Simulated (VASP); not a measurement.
# KCl (P1) in VASP: single point with PBE

Aim: the single point of KCl with PBE.

All numbers are computed with VASP 6.6.1; they aren't measurements. Logs are shortened: lines on timing, memory, paths and dates and some standing lists are left out, and cuts for length are marked.

### Step 1. The cell of the first run

The typed cell holds 4 atoms: a = 4.511 Å, b = 4.511 Å, c = 7.813 Å, α = 73.22°, β = 73.22°, γ = 60.00°.

### Step 2. Single point, PBE (atoms displaced along several vibrational modes)

File INCAR:

```
SYSTEM = KCl
  PREC = Accurate
  ENCUT = 520
  EDIFF = 1E-6
  ISMEAR = 0
  SIGMA = 0.05
  LREAL = .FALSE.
  LASPH = .TRUE.
  NELM = 60
  ALGO = Normal
  ISIF = 2
  LWAVE = .FALSE.
  LCHARG = .FALSE.
  GGA = PE
  NBANDS = 24
```

File KPOINTS:

```
regular mesh
0
G
  6 6 6
  0 0 0
```

File POSCAR:

```
KCl
1.0
    0.0000000000     -3.1897839381     -3.1897839381
   -3.1897839381      0.0000000000     -3.1897839381
    3.1897839381      3.1897839381     -6.3795678762
K Cl
2 2
Direct
   -0.0362485599      0.0719954465     -0.0088116815
    0.5891186490      0.4103811905      0.4911883185
    0.7208444202      0.7597185266      0.7597185266
    0.2208444202      0.2597185266      0.2597185266
```

Potentials or basis: VASP PAW PBE potentials, release 64 (K_sv, Cl).

Launch:

```
$ cat potpaw_PBE.64/K_sv/POTCAR potpaw_PBE.64/Cl/POTCAR > POTCAR
$ mpirun -np 1 vasp_std > vasp.out
```

OUTCAR:

```text
SYSTEM = KCl
   PREC = Accurate
   ENCUT = 520
   EDIFF = 1E-6
   ISMEAR = 0
   LREAL = .FALSE.
   LASPH = .TRUE.
   NELM = 60
   ISIF = 2
   GGA = PE

 ion  position               nearest neighbor table
   1  0.964  0.072  0.991-   3 2.93   4 3.14   3 3.16   4 3.24
   2  0.589  0.410  0.491-   4 2.77   3 2.96   4 3.17
   3  0.721  0.760  0.760-   1 2.93   2 2.96   1 3.16
   4  0.221  0.260  0.260-   2 2.77   1 3.14   2 3.17   1 3.24

  LATTYP: Found a trigonal (rhomboedric) cell.
 ALAT       =     7.8133430381
 COS(alpha) =     0.8333333333

  Lattice vectors:

 A1 = (   3.1897839381,   6.3795678762,  -3.1897839381)
 A2 = (   6.3795678762,   3.1897839381,  -3.1897839381)
 A3 = (   3.1897839381,   3.1897839381,  -6.3795678762)

Analysis of symmetry for initial positions (statically):
=====================================================================
 Subroutine PRICEL returns:
 Original cell was already a primitive cell.

 Routine SETGRP: Setting up the symmetry group for a
 trigonal (rhombohedral) supercell.

 Subroutine GETGRP returns: Found  1 space group operations
 (whereof  1 operations were pure point group operations)
 out of a pool of 12 trial point group operations.

The static configuration has the point symmetry C_1 .

Analysis of symmetry for dynamics (positions and initial velocities):
=====================================================================
 Subroutine PRICEL returns:
 Original cell was already a primitive cell.

 Routine SETGRP: Setting up the symmetry group for a
 trigonal (rhombohedral) supercell.

 Subroutine GETGRP returns: Found  1 space group operations
 (whereof  1 operations were pure point group operations)
 out of a pool of 12 trial point group operations.

The dynamic configuration has the point symmetry C_1 .

 Subroutine INISYM returns: Found  1 space group operations
 (whereof  1 operations are pure point group operations),
 and found     1 'primitive' translations

----------------------------------------------------------------------------------------

                                     Primitive cell

  volume of cell :     129.8207

  direct lattice vectors                    reciprocal lattice vectors
     0.000000000 -3.189783938 -3.189783938     0.078375214 -0.235125643 -0.078375214
    -3.189783938  0.000000000 -3.189783938    -0.235125643  0.078375214 -0.078375214
     3.189783938  3.189783938 -6.379567876     0.078375214  0.078375214 -0.078375214

  length of vectors
     4.511035706  4.511035706  7.813343038     0.259941179  0.259941179  0.135749853

  position of ions in fractional coordinates (direct lattice)
     0.963751440  0.071995446  0.991188319
     0.589118649  0.410381190  0.491188319
     0.720844420  0.759718527  0.759718527
     0.220844420  0.259718527  0.259718527

  ion indices of the primitive-cell ions
   primitive index   ion index
                 1           1
                 2           2
                 3           3
                 4           4

----------------------------------------------------------------------------------------

 KPOINTS: regular mesh

Automatic generation of k-mesh.
 Grid dimensions read from file:
 generate k-points for:    6    6    6

 Generating k-lattice:

  Cartesian coordinates                     Fractional coordinates (reciprocal lattice)
     0.013062536 -0.039187607 -0.013062536     0.166666667  0.000000000  0.000000000
    -0.039187607  0.013062536 -0.013062536     0.000000000  0.166666667  0.000000000
     0.013062536  0.013062536 -0.013062536     0.000000000  0.000000000  0.166666667

  Length of vectors
     0.043323530  0.043323530  0.022624976

  Shift w.r.t. Gamma in fractional coordinates (k-lattice)
     0.000000000  0.000000000  0.000000000

 Subroutine IBZKPT returns following result:
 ===========================================

 Found    112 irreducible k-points:

 Following reciprocal coordinates:
            Coordinates               Weight
  0.000000  0.000000  0.000000      1.000000
  0.166667  0.000000  0.000000      2.000000
  0.000000  0.166667  0.000000      2.000000
 -0.166667 -0.166667 -0.166667      2.000000
  0.333333  0.000000  0.000000      2.000000
  0.000000  0.333333  0.000000      2.000000
[... 16 lines left out ...]
 -0.166667  0.500000  0.000000      2.000000
 -0.333333  0.500000  0.500000      2.000000
 [... further k-points ...]
   k-points           NKPTS =    112   k-points in BZ     NKDIM =    112   number of bands    NBANDS=     24
   number of dos      NEDOS =    301   number of ions     NIONS =      4
   total plane-waves  NPLWV =  77760
   dimension x,y,z NGX =    36 NGY =   36 NGZ =   60
   dimension x,y,z NGXF=    72 NGYF=   72 NGZF=  120
   ions per type =               2   2
   NGX,Y,Z   is equivalent  to a cutoff of  13.27, 13.27, 12.77 a.u.
   NGXF,Y,Z  is equivalent  to a cutoff of  26.53, 26.53, 25.53 a.u.
 SYSTEM =  KCl
   PREC   = accura    normal or accurate (medium, high low for compatibility)
   ISTART =      0    job   : 0-new  1-cont  2-samecut
   ICHARG =      2    charge: 1-file 2-atom 10-const
   ISPIN  =      1    spin polarized calculation?
   LNONCOLLINEAR =      F non collinear calculations
   LSORBIT =      F    spin-orbit coupling
   LASPH  =      T    aspherical Exc in radial PAW
   ENCUT  =  520.0 eV  38.22 Ry    6.18 a.u.   8.39  8.39 14.53*2*pi/ulx,y,z
   NELM   =     60;   NELMIN=  2; NELMDL= -5     # of ELM steps
   EDIFF  = 0.1E-05   stopping-criterion for ELM
   LREAL  =      F    real-space projection
   EDIFFG = 0.1E-04   stopping-criterion for IOM
   NSW    =      0    number of steps for IOM
   IBRION =     -1    ionic relax: 0-MD 1-quasi-New 2-CG
   NFREE  =      0    steps in history (QN), initial steepest desc. (CG)
   ISIF   =      2    stress and relaxation
   ISYM   =      2    0-nonsym 1-usesym 2-fastsym
   POTIM  = 0.5000    time-step for ionic-motion
   TEBEG  =    0.0;   TEEND  =   0.0 temperature during run
   PSTRESS=    0.0 pullay stress
   NELECT =      32.0000    total number of electrons
   NUPDOWN=      -1.0000    fix difference up-down
   EMIN   =  10.00;   EMAX   =-10.00  energy-range for DOS
   EFERMI =   0.00;   METHOD = LEGACY
   ISMEAR =     0;   SIGMA  =   0.05  broadening in eV -4-tet -1-fermi 0-gaus
   EFERMI_NEDOS =   21; number of points for ismear=-14 and -15
   IALGO  =     38    algorithm
   IMIX   =      4    mixing-type and parameters
     AMIX     =   0.40;   BMIX     =  1.00
     AMIX_MAG =   1.60;   BMIX_MAG =  1.00
  volume/ion in A,a.u.               =      32.46       219.02
  Fermi-wavevector in a.u.,A,eV,Ry     =   1.026464  1.939735 14.335473  1.053628
  Thomas-Fermi vector in A             =   2.160358
   LORBIT       =      0    0 simple, 1 ext, 2 COOP (PROOUT), +10 PAW based schemes
   GGA     = PE    functional components
   LHFCALC =     F    Hartree Fock is set to
   AEXX    =    0.0000 exact exchange contribution
   IVDW    =     0    specifies the selected vdW correction
   LEPSILON=     F    determine dielectric tensor
   LRPA    =     F    only Hartree local field effects (RPA)
 non-spin polarized calculation
 Gauss-broadening in eV      SIGMA  =   0.05
  energy-cutoff  :      520.00
  volume of cell :      129.82
 maximum number of plane-waves:      3525
 NGX is ok and might be reduce to    36
   NGX = 17   NGY = 17   NGZ = 29

 number of electron      32.0000000 magnetization

 Free energy of the ion-electron system (eV)
  ---------------------------------------------------
  ext. energy  EPLUGINS =         0.00000000
  ---------------------------------------------------
  free energy    TOTEN  =       -13.39493860 eV

  energy without entropy =      -13.39493860  energy(sigma->0) =      -13.39493860

 E-fermi :  -1.7561     XC(G=0):  -7.3498

 val. band max:       -2.0314627539   @ k =   0.0000   0.0000   0.0000
 cond. band min:       3.0312132685   @ k =   0.0000   0.0000   0.0000
 fundamental gap:      5.0626760224
 Fermi energy:        -1.7561144940

 k-point     1 :       0.0000    0.0000    0.0000
  band No.  band energies     occupation
      1     -29.2865      2.00000
      2     -29.2184      2.00000
      3     -14.3326      2.00000
      4     -14.1400      2.00000
      5     -12.7601      2.00000
      6     -12.7562      2.00000
[... 16 lines left out ...]
     23       7.2325      0.00000
     24       7.4884      0.00000

 k-point     2 :       0.1667    0.0000    0.0000
  band No.  band energies     occupation
      1     -29.2850      2.00000
      2     -29.2170      2.00000
      3     -14.2948      2.00000
      4     -14.1761      2.00000
      5     -12.7881      2.00000
      6     -12.7679      2.00000
[... 16 lines left out ...]
     23       7.4354      0.00000
     24       7.7391      0.00000

 k-point     3 :       0.0000    0.1667    0.0000
  band No.  band energies     occupation
      1     -29.2850      2.00000
      2     -29.2171      2.00000
      3     -14.2899      2.00000
      4     -14.1760      2.00000
      5     -12.7815      2.00000
      6     -12.7627      2.00000
[... 16 lines left out ...]
     23       7.4306      0.00000
     24       7.8243      0.00000

 k-point     4 :      -0.1667   -0.1667   -0.1667
  band No.  band energies     occupation
      1     -29.2850      2.00000
      2     -29.2170      2.00000
      3     -14.2939      2.00000
      4     -14.1743      2.00000
      5     -12.7813      2.00000
      6     -12.7673      2.00000
[... 16 lines left out ...]
     23       7.5298      0.00000
     24       7.6309      0.00000

 k-point     5 :       0.3333    0.0000    0.0000
  band No.  band energies     occupation
      1     -29.2821      2.00000
      2     -29.2142      2.00000
      3     -14.2655      2.00000
      4     -14.1899      2.00000
      5     -12.8338      2.00000
      6     -12.7844      2.00000
[... 16 lines left out ...]
     23       7.8623      0.00000
     24       8.0022      0.00000

 k-point     6 :       0.0000    0.3333    0.0000
  band No.  band energies     occupation
      1     -29.2820      2.00000
      2     -29.2144      2.00000
      3     -14.2354      2.00000
      4     -14.2051      2.00000
      5     -12.8223      2.00000
      6     -12.7754      2.00000
[... 16 lines left out ...]
     23       7.8592      0.00000
     24       7.9934      0.00000
[... 379 lines left out ...]
 k-point    21 :      -0.3333    0.1667    0.1667
  band No.  band energies     occupation
      1     -29.2805      2.00000
      2     -29.2129      2.00000
      3     -14.2541      2.00000
      4     -14.1860      2.00000
      5     -12.8258      2.00000
      6     -12.8029      2.00000
[... 16 lines left out ...]
     23       8.0013      0.00000
     24       8.4776      0.00000

 k-point    22 :      -0.1667    0.3333   -0.1667
  band No.  band energies     occupation
      1     -29.2805      2.00000
      2     -29.2130      2.00000
      3     -14.2313      2.00000
      4     -14.1988      2.00000
      5     -12.8223      2.00000
      6     -12.7992      2.00000
[... 16 lines left out ...]
     23       8.1780      0.00000
     24       8.3418      0.00000

 k-point    23 :      -0.1667    0.5000    0.0000
  band No.  band energies     occupation
      1     -29.2806      2.00000
      2     -29.2130      2.00000
      3     -14.2345      2.00000
      4     -14.1930      2.00000
      5     -12.8274      2.00000
      6     -12.7980      2.00000
[... 16 lines left out ...]
     23       8.1206      0.00000
     24       8.5206      0.00000

 k-point    24 :      -0.3333    0.5000    0.5000
  band No.  band energies     occupation
      1     -29.2805      2.00000
      2     -29.2130      2.00000
      3     -14.2400      2.00000
      4     -14.1927      2.00000
      5     -12.8173      2.00000
      6     -12.8036      2.00000
[... 16 lines left out ...]
     23       7.9519      0.00000
     24       8.4145      0.00000

 [... further k-points ...]

------------------------ aborting loop because EDIFF is reached ----------------------------------------

  FORCE on cell =-STRESS in cart. coord.  units (eV):
  Direction    XX          YY          ZZ          XY          YZ          ZX
  --------------------------------------------------------------------------------------
  -------------------------------------------------------------------------------------
  Total        1.0019082      1.7066934     -0.0146297      0.3062708      0.0095164     -0.0938165
  in kB       12.3650169     21.0631001     -0.1805520      3.7798310      0.1174461     -1.1578336
  external PRESSURE =      11.0825217 kB  Pullay stress =       0.0000000 kB

 VOLUME and BASIS-vectors are now :
 -----------------------------------------------------------------------------
  energy-cutoff  :      520.00
  volume of cell :      129.82
      direct lattice vectors                 reciprocal lattice vectors
     0.000000000 -3.189783938 -3.189783938     0.078375214 -0.235125643 -0.078375214
    -3.189783938  0.000000000 -3.189783938    -0.235125643  0.078375214 -0.078375214
     3.189783938  3.189783938 -6.379567876     0.078375214  0.078375214 -0.078375214

 POSITION                                       TOTAL-FORCE (eV/Angst)
 -----------------------------------------------------------------------------------
      2.93203      0.08752     -9.62716         0.377021      0.009742      0.065205
      0.25776     -0.31238     -6.32176        -0.267665      0.785619     -0.043981
      0.00000      0.12400     -9.56935        -0.049643     -0.059951      0.011233
      0.00000      0.12400     -3.18978        -0.059713     -0.735410     -0.032456
 -----------------------------------------------------------------------------------
    total drift:                                0.000132     -0.000077     -0.000198

  FREE ENERGIE OF THE ION-ELECTRON SYSTEM (eV)
  ---------------------------------------------------
  free  energy   TOTEN  =       -13.3949385953 eV

  energy  without entropy=      -13.3949385953  energy(sigma->0) =      -13.39493860
```

Wall time 8.9 min (1 thread of Intel Xeon 8259CL, shared host); peak memory 0.45 GiB.

Results:

```
Free energy            : -13.3949 eV
Pressure               : 1.1 GPa
Largest force          : 0.831 eV/Å
Band gap on the k mesh : 5.06 eV
```

Forces on the atoms (eV/Å):
```
K    0.377  0.010  0.065
K   -0.268  0.786 -0.044
Cl  -0.050 -0.060  0.011
Cl  -0.060 -0.735 -0.032
```

Caveat: the cell differs from its parent crystal (atoms displaced along several vibrational modes).
